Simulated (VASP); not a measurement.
# Si16Ge (a cell with a defect) in VASP: notebook

Si16Ge (a cell with a defect) is run at these levels: LDA; tasks: single point.

All numbers are computed with VASP 6.6.1; they aren't measurements. Logs are shortened: lines on timing, memory, paths and dates and some standing lists are left out, and cuts for length are marked.

### 1 The cell of the first run

The cell holds a defect, 17 atoms: a = 7.679 Å, b = 7.679 Å, c = 7.679 Å, α = 60.00°, β = 60.00°, γ = 60.00°.

### 2 Single point, LDA

INCAR

```
SYSTEM = Si16Ge
  PREC = Accurate
  ENCUT = 520
  EDIFF = 1E-6
  ISMEAR = -1
  SIGMA = 0.05
  LREAL = Auto
  LASPH = .True.
  NELM = 60
  ALGO = Normal
  ISIF = 2
  LWAVE = .False.
  LCHARG = .False.
  NBANDS = 53
```

KPOINTS

```
Automatic mesh
0
Gamma
  2 2 2
  0 0 0
```

POSCAR

```
Si16Ge
1.0
    0.0000000000      5.4300000000      5.4300000000
    5.4300000000      0.0000000000      5.4300000000
    5.4300000000      5.4300000000      0.0000000000
Si Ge
16 1
Direct
    0.0008756091      0.0006230044     -0.0019773033
    0.1209616096      0.1206691297      0.1291743286
    0.0008835686      0.0006307213      0.5004576963
    0.1250988356      0.1250056003      0.6249424885
   -0.0096673062      0.5032628353      0.0031980527
    0.1209374707      0.6293506561      0.1292266508
    0.0009237586      0.4980539118      0.5004967973
    0.1209322978      0.6293608474      0.6204493972
    0.5035738075     -0.0104990876      0.0034620102
    0.6296161388      0.1206183911      0.1293068648
    0.4981030167      0.0007392515      0.5005643339
    0.6296258929      0.1206135889      0.6204232349
    0.5036952623      0.5036415205      0.0036471546
    0.6259767234      0.6250670081      0.1244248989
    0.5037220412      0.5036754125      0.4889202004
    0.6296728633      0.6294880217      0.6204042563
    0.3763866102      0.3751319872      0.8741570380
```

Potentials or basis: VASP PAW LDA potentials, release 64 (Si, Ge_d).

Launch:

```
$ cat potpaw_LDA.64/Si/POTCAR potpaw_LDA.64/Ge_d/POTCAR > POTCAR
$ mpirun -np 1 vasp_std > vasp.out
```

OUTCAR:

```text
SYSTEM = Si16Ge
   PREC = Accurate
   ENCUT = 520
   EDIFF = 1E-6
   ISMEAR = -1
   LREAL = Auto
   LASPH = .True.
   NELM = 60
   ISIF = 2

 ion  position               nearest neighbor table
   1  0.001  0.001  0.998-  10 2.33   6 2.33   2 2.33   4 2.34
   2  0.121  0.121  0.129-   3 2.33   1 2.33   5 2.40   9 2.40  17 2.77
   3  0.001  0.001  0.500-  12 2.33   8 2.33   2 2.33   4 2.34
   4  0.125  0.125  0.625-  11 2.34   7 2.34   3 2.34   1 2.34
   5  0.990  0.503  0.003-  14 2.28   2 2.40   6 2.40   8 2.40  17 2.42
   6  0.121  0.629  0.129-   7 2.33   1 2.33   5 2.40  13 2.40  17 2.77
   7  0.001  0.498  0.500-  16 2.33   8 2.33   6 2.33   4 2.34
   8  0.121  0.629  0.620-   7 2.33   3 2.33   5 2.40  15 2.40  17 2.76
   9  0.504  0.990  0.003-  14 2.29   2 2.40  10 2.40  12 2.40  17 2.42
  10  0.630  0.121  0.129-   1 2.33  11 2.33   9 2.40  13 2.40  17 2.76
  11  0.498  0.001  0.501-  16 2.33  12 2.33  10 2.33   4 2.34
  12  0.630  0.121  0.620-   3 2.33  11 2.33   9 2.40  15 2.40  17 2.76
  13  0.504  0.504  0.004-  14 2.29   6 2.40  10 2.40  16 2.40  17 2.42
  14  0.626  0.625  0.124-   5 2.28   9 2.29  13 2.29  15 2.29
  15  0.504  0.504  0.489-  14 2.29   8 2.40  12 2.40  16 2.40  17 2.42
  16  0.630  0.629  0.620-   7 2.33  11 2.33  13 2.40  15 2.40  17 2.76
  17  0.376  0.375  0.874-  15 2.42  13 2.42   9 2.42   5 2.42  16 2.76  12 2.76  10 2.76   8 2.76
                             6 2.77   2 2.77

  LATTYP: Found a face centered cubic cell.
 ALAT       =    10.8600000000

  Lattice vectors:

 A1 = (   0.0000000000,   5.4300000000,   5.4300000000)
 A2 = (   5.4300000000,   0.0000000000,   5.4300000000)
 A3 = (   5.4300000000,   5.4300000000,   0.0000000000)

Analysis of symmetry for initial positions (statically):
=====================================================================
 Subroutine PRICEL returns:
 Original cell was already a primitive cell.

 Routine SETGRP: Setting up the symmetry group for a
 face centered cubic supercell.

 Subroutine GETGRP returns: Found  1 space group operations
 (whereof  1 operations were pure point group operations)
 out of a pool of 48 trial point group operations.

The static configuration has the point symmetry C_1 .

Analysis of symmetry for dynamics (positions and initial velocities):
=====================================================================
 Subroutine PRICEL returns:
 Original cell was already a primitive cell.

 Routine SETGRP: Setting up the symmetry group for a
 face centered cubic supercell.

 Subroutine GETGRP returns: Found  1 space group operations
 (whereof  1 operations were pure point group operations)
 out of a pool of 48 trial point group operations.

The dynamic configuration has the point symmetry C_1 .

 Subroutine INISYM returns: Found  1 space group operations
 (whereof  1 operations are pure point group operations),
 and found     1 'primitive' translations

----------------------------------------------------------------------------------------

                                     Primitive cell

  volume of cell :     320.2060

  direct lattice vectors                    reciprocal lattice vectors
     0.000000000  5.430000000  5.430000000    -0.092081031  0.092081031  0.092081031
     5.430000000  0.000000000  5.430000000     0.092081031 -0.092081031  0.092081031
     5.430000000  5.430000000  0.000000000     0.092081031  0.092081031 -0.092081031

  length of vectors
     7.679179644  7.679179644  7.679179644     0.159489025  0.159489025  0.159489025

  position of ions in fractional coordinates (direct lattice)
     0.000875609  0.000623004  0.998022697
     0.120961610  0.120669130  0.129174329
     0.000883569  0.000630721  0.500457696
     0.125098836  0.125005600  0.624942488
     0.990332694  0.503262835  0.003198053
     0.120937471  0.629350656  0.129226651
[... 9 lines left out ...]
     0.629672863  0.629488022  0.620404256
     0.376386610  0.375131987  0.874157038

  ion indices of the primitive-cell ions
   primitive index   ion index
                 1           1
                 2           2
                 3           3
                 4           4
                 5           5
                 6           6
[... 9 lines left out ...]
                16          16
                17          17

----------------------------------------------------------------------------------------

 KPOINTS: Automatic mesh

Automatic generation of k-mesh.
 Grid dimensions read from file:
 generate k-points for:    2    2    2

 Generating k-lattice:

  Cartesian coordinates                     Fractional coordinates (reciprocal lattice)
    -0.046040516  0.046040516  0.046040516     0.500000000  0.000000000  0.000000000
     0.046040516 -0.046040516  0.046040516     0.000000000  0.500000000  0.000000000
     0.046040516  0.046040516 -0.046040516     0.000000000  0.000000000  0.500000000

  Length of vectors
     0.079744512  0.079744512  0.079744512

  Shift w.r.t. Gamma in fractional coordinates (k-lattice)
     0.000000000  0.000000000  0.000000000

 Subroutine IBZKPT returns following result:
 ===========================================

 Found      8 irreducible k-points:

 Following reciprocal coordinates:
            Coordinates               Weight
  0.000000  0.000000  0.000000      1.000000
  0.500000  0.000000  0.000000      1.000000
  0.000000  0.500000  0.000000      1.000000
  0.000000  0.000000  0.500000      1.000000
  0.500000  0.500000  0.500000      1.000000
  0.500000  0.500000  0.000000      1.000000
  0.000000  0.500000  0.500000      1.000000
  0.500000  0.000000  0.500000      1.000000
   k-points           NKPTS =      8   k-points in BZ     NKDIM =      8   number of bands    NBANDS=     53
   number of dos      NEDOS =    301   number of ions     NIONS =     17
   total plane-waves  NPLWV = 216000
   dimension x,y,z NGX =    60 NGY =   60 NGZ =   60
   dimension x,y,z NGXF=   120 NGYF=  120 NGZF=  120
   ions per type =              16   1
   NGX,Y,Z   is equivalent  to a cutoff of  12.99, 12.99, 12.99 a.u.
   NGXF,Y,Z  is equivalent  to a cutoff of  25.98, 25.98, 25.98 a.u.
 SYSTEM =  Si16Ge
   PREC   = accura    normal or accurate (medium, high low for compatibility)
   ISTART =      0    job   : 0-new  1-cont  2-samecut
   ICHARG =      2    charge: 1-file 2-atom 10-const
   ISPIN  =      1    spin polarized calculation?
   LNONCOLLINEAR =      F non collinear calculations
   LSORBIT =      F    spin-orbit coupling
   LASPH  =      T    aspherical Exc in radial PAW
   ENCUT  =  520.0 eV  38.22 Ry    6.18 a.u.  14.28 14.28 14.28*2*pi/ulx,y,z
   NELM   =     60;   NELMIN=  2; NELMDL= -5     # of ELM steps
   EDIFF  = 0.1E-05   stopping-criterion for ELM
   LREAL  =      T    real-space projection
   EDIFFG = 0.1E-04   stopping-criterion for IOM
   NSW    =      0    number of steps for IOM
   IBRION =     -1    ionic relax: 0-MD 1-quasi-New 2-CG
   NFREE  =      0    steps in history (QN), initial steepest desc. (CG)
   ISIF   =      2    stress and relaxation
   ISYM   =      2    0-nonsym 1-usesym 2-fastsym
   POTIM  = 0.5000    time-step for ionic-motion
   TEBEG  =    0.0;   TEEND  =   0.0 temperature during run
   PSTRESS=    0.0 pullay stress
   NELECT =      78.0000    total number of electrons
   NUPDOWN=      -1.0000    fix difference up-down
   EMIN   =  10.00;   EMAX   =-10.00  energy-range for DOS
   EFERMI =   0.00;   METHOD = LEGACY
   ISMEAR =    -1;   SIGMA  =   0.05  broadening in eV -4-tet -1-fermi 0-gaus
   EFERMI_NEDOS =   21; number of points for ismear=-14 and -15
   IALGO  =     38    algorithm
   IMIX   =      4    mixing-type and parameters
     AMIX     =   0.40;   BMIX     =  1.00
     AMIX_MAG =   1.60;   BMIX_MAG =  1.00
  volume/ion in A,a.u.               =      18.84       127.11
  Fermi-wavevector in a.u.,A,eV,Ry     =   1.022421  1.932096 14.222785  1.045345
  Thomas-Fermi vector in A             =   2.156100
   LORBIT       =      0    0 simple, 1 ext, 2 COOP (PROOUT), +10 PAW based schemes
   GGA     = CA    functional components
   LHFCALC =     F    Hartree Fock is set to
   AEXX    =    0.0000 exact exchange contribution
   IVDW    =     0    specifies the selected vdW correction
   LEPSILON=     F    determine dielectric tensor
   LRPA    =     F    only Hartree local field effects (RPA)
 non-spin polarized calculation
  energy-cutoff  :      520.00
  volume of cell :      320.21
 maximum number of plane-waves:      8646
 NGX is ok and might be reduce to    60
   NGX = 29   NGY = 29   NGZ = 29

 number of electron      77.9999998 magnetization

 Free energy of the ion-electron system (eV)
  ---------------------------------------------------
  ext. energy  EPLUGINS =         0.00000000
  ---------------------------------------------------
  free energy    TOTEN  =       -96.53286800 eV

  energy without entropy =      -96.49844487  energy(sigma->0) =      -96.51565643

 E-fermi :   6.7667     XC(G=0):  -9.9319

 val. band max:        6.5621649939   @ k =   0.0000   0.0000   0.0000
 cond. band min:       6.8021064113   @ k =   0.0000   0.0000   0.0000
 fundamental gap:      0.2399414175
 Fermi energy:         6.7666773045

 k-point     1 :       0.0000    0.0000    0.0000
  band No.  band energies     occupation
      1     -18.4468      2.00000
      2     -18.4468      2.00000
      3     -18.4468      2.00000
      4     -18.4327      2.00000
      5     -18.4327      2.00000
      6      -6.6071      2.00000
[... 43 lines left out ...]
     50       7.9935      0.00000
     51       8.9715      0.00000

 k-point     2 :       0.5000    0.0000    0.0000
  band No.  band energies     occupation
      1     -18.4468      2.00000
      2     -18.4468      2.00000
      3     -18.4468      2.00000
      4     -18.4327      2.00000
      5     -18.4327      2.00000
      6      -6.2891      2.00000
[... 43 lines left out ...]
     50       9.7162      0.00000
     51       9.8392      0.00000

 k-point     3 :       0.0000    0.5000    0.0000
  band No.  band energies     occupation
      1     -18.4468      2.00000
      2     -18.4468      2.00000
      3     -18.4468      2.00000
      4     -18.4327      2.00000
      5     -18.4327      2.00000
      6      -6.2888      2.00000
[... 43 lines left out ...]
     50       9.7162      0.00000
     51       9.8352      0.00000

 k-point     4 :       0.0000    0.0000    0.5000
  band No.  band energies     occupation
      1     -18.4468      2.00000
      2     -18.4468      2.00000
      3     -18.4468      2.00000
      4     -18.4327      2.00000
      5     -18.4327      2.00000
      6      -6.2885      2.00000
[... 43 lines left out ...]
     50       9.7154      0.00000
     51       9.8321      0.00000

 k-point     5 :       0.5000    0.5000    0.5000
  band No.  band energies     occupation
      1     -18.4468      2.00000
      2     -18.4468      2.00000
      3     -18.4468      2.00000
      4     -18.4327      2.00000
      5     -18.4327      2.00000
      6      -6.2885      2.00000
[... 43 lines left out ...]
     50       9.7156      0.00000
     51       9.8326      0.00000

 k-point     6 :       0.5000    0.5000    0.0000
  band No.  band energies     occupation
      1     -18.4468      2.00000
      2     -18.4468      2.00000
      3     -18.4468      2.00000
      4     -18.4327      2.00000
      5     -18.4327      2.00000
      6      -6.1884      2.00000
[... 43 lines left out ...]
     50      10.2038      0.00000
     51      10.2081      0.00000

 k-point     7 :       0.0000    0.5000    0.5000
  band No.  band energies     occupation
      1     -18.4468      2.00000
      2     -18.4468      2.00000
      3     -18.4467      2.00000
      4     -18.4327      2.00000
      5     -18.4327      2.00000
      6      -6.1883      2.00000
[... 43 lines left out ...]
     50      10.2049      0.00000
     51      10.2069      0.00000

 k-point     8 :       0.5000    0.0000    0.5000
  band No.  band energies     occupation
      1     -18.4468      2.00000
      2     -18.4468      2.00000
      3     -18.4467      2.00000
      4     -18.4327      2.00000
      5     -18.4327      2.00000
      6      -6.1883      2.00000
[... 43 lines left out ...]
     50      10.2051      0.00000
     51      10.2065      0.00000
 [bands above 51 left out]

------------------------ aborting loop because EDIFF is reached ----------------------------------------

  FORCE on cell =-STRESS in cart. coord.  units (eV):
  Direction    XX          YY          ZZ          XY          YZ          ZX
  --------------------------------------------------------------------------------------
  -------------------------------------------------------------------------------------
  Total        5.9145473      5.9152085      5.9124097      0.0019238      0.0013271     -0.0025672
  in kB       29.5939277     29.5972358     29.5832319      0.0096260      0.0066401     -0.0128451
  external PRESSURE =      29.5914651 kB  Pullay stress =       0.0000000 kB

 VOLUME and BASIS-vectors are now :
 -----------------------------------------------------------------------------
  energy-cutoff  :      520.00
  volume of cell :      320.21
      direct lattice vectors                 reciprocal lattice vectors
     0.000000000  5.430000000  5.430000000    -0.092081031  0.092081031  0.092081031
     5.430000000  0.000000000  5.430000000     0.092081031 -0.092081031  0.092081031
     5.430000000  5.430000000  0.000000000     0.092081031  0.092081031 -0.092081031

 POSITION                                       TOTAL-FORCE (eV/Angst)
 -----------------------------------------------------------------------------------
      5.42265      5.42402      0.00814         0.000265      0.000224     -0.000311
      1.35665      1.35824      1.31205        -0.000548      0.000620      0.000834
      2.72091      2.72228      0.00822        -0.000375     -0.000362     -0.000334
      4.07222      4.07272      1.35807         0.000934     -0.000780     -0.001767
      2.75008      5.39487      8.11022        -0.001739      0.001007      0.005139
      4.11907      1.35839      4.07406        -0.001789      0.000707     -0.000376
[... 9 lines left out ...]
      6.78692      6.78792      6.83724         0.001037     -0.001130     -0.008225
      6.78364      6.79045      4.08075         0.007517     -0.005072     -0.018036
 -----------------------------------------------------------------------------------
    total drift:                               -0.001854      0.002456      0.000089

  FREE ENERGIE OF THE ION-ELECTRON SYSTEM (eV)
  ---------------------------------------------------
  free  energy   TOTEN  =       -96.5328679993 eV

  energy  without entropy=      -96.4984448686  energy(sigma->0) =      -96.51565643
```

Wall time 2.4 min (1 thread of AMD EPYC 9R45 (Zen 5), shared host); peak memory 0.37 GiB.

What came out:

```
Free energy            : -96.5329 eV
Pressure               : 3.0 GPa
Largest force          : 0.020 eV/Å
Band gap on the k mesh : zero (bands 39 and 40 overlap by 0.30 eV)
```

Forces in eV/Å, atoms in the order of the input:
```
Si   0.000  0.000  0.000
Si  -0.001  0.001  0.001
Si   0.000  0.000  0.000
Si   0.001 -0.001 -0.002
Si  -0.002  0.001  0.005
Si  -0.002  0.001  0.000
Si   0.001 -0.001  0.001
Si   0.000  0.002  0.000
Si  -0.006  0.005  0.007
Si   0.002 -0.005 -0.002
Si  -0.003  0.003  0.003
Si   0.005 -0.002 -0.002
Si  -0.001  0.007  0.013
Si   0.006 -0.004 -0.011
Si  -0.008  0.001  0.014
Si   0.001 -0.001 -0.008
Ge   0.008 -0.005 -0.018
```

Levels at points of the mesh, in eV from the Fermi level:
```csv
k point,band 37,band 38,band 39,band 40,band 41,band 42
"(0.00, 0.00, 0.00)",-0.70,-0.70,-0.21,-0.21,-0.20,0.04
"(0.50, 0.00, 0.00)",-1.37,-1.37,-0.30,0.56,0.56,0.89
"(0.00, 0.50, 0.00)",-1.37,-1.37,-0.30,0.56,0.57,0.89
"(0.00, 0.00, 0.50)",-1.37,-1.37,-0.30,0.56,0.57,0.89
"(0.50, 0.50, 0.50)",-1.37,-1.37,-0.30,0.56,0.57,0.89
"(0.50, 0.50, 0.00)",-1.80,-1.26,0.09,0.83,1.07,1.07
"(0.00, 0.50, 0.50)",-1.80,-1.26,0.09,0.83,1.07,1.07
"(0.50, 0.00, 0.50)",-1.80,-1.26,0.09,0.83,1.07,1.07
```

Caveat: the k points lie up to 0.50 Å⁻¹ apart.

(Part 1 of 2 ends here.)
